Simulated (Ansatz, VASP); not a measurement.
## BaTiO3 in VASP and in Ansatz

```
CELL_PARAMETERS angstrom
8.05380 0.00000 0.00000
0.01145 4.02688 0.00000
0.01145 0.01142 4.02687
ATOMIC_POSITIONS crystal
Ba 0.00000 0.00000 0.00000
Ba 0.50000 0.00000 0.00000
Ti 0.24225 0.48450 0.48450
Ti 0.74225 0.48450 0.48450
O 0.25430 0.50860 0.01750
O 0.75430 0.50860 0.01750
O 0.00875 0.50860 0.50860
O 0.50875 0.50860 0.50860
O 0.25430 0.01750 0.50860
O 0.75430 0.01750 0.50860
```

Alike in both runs: task single point; functional r2SCAN; k mesh 3 × 6 × 6; occupations fermi-dirac, width 0.031 eV; no spin polarisation.

|  | VASP | Ansatz |
| --- | --- | --- |
| version | VASP 6.6.1 | Ansatz 0.2.0 |
| potentials or method | VASP PAW PBE potentials, release 64 (Ba_sv, Ti_sv, O), cutoff 520 eV | PAW plane waves |
| valence electrons in the cell | 80 | 80 |

```csv
,VASP,Ansatz,Ansatz less VASP
gap on the k mesh at the Fermi level (eV),2.73,2.75,+0.021
pressure (GPa),0.8,-1.1,-1.89
rms of the force components (eV/Å),0.039,0.062,+0.0235
```

VASP's potentials were made for PBE, not for r2SCAN. Atom by atom the forces differ by 0.060 eV/Å (rms over components). Ansatz's warnings: structure snapped to symmetry.

Spin-orbit coupling is off throughout.
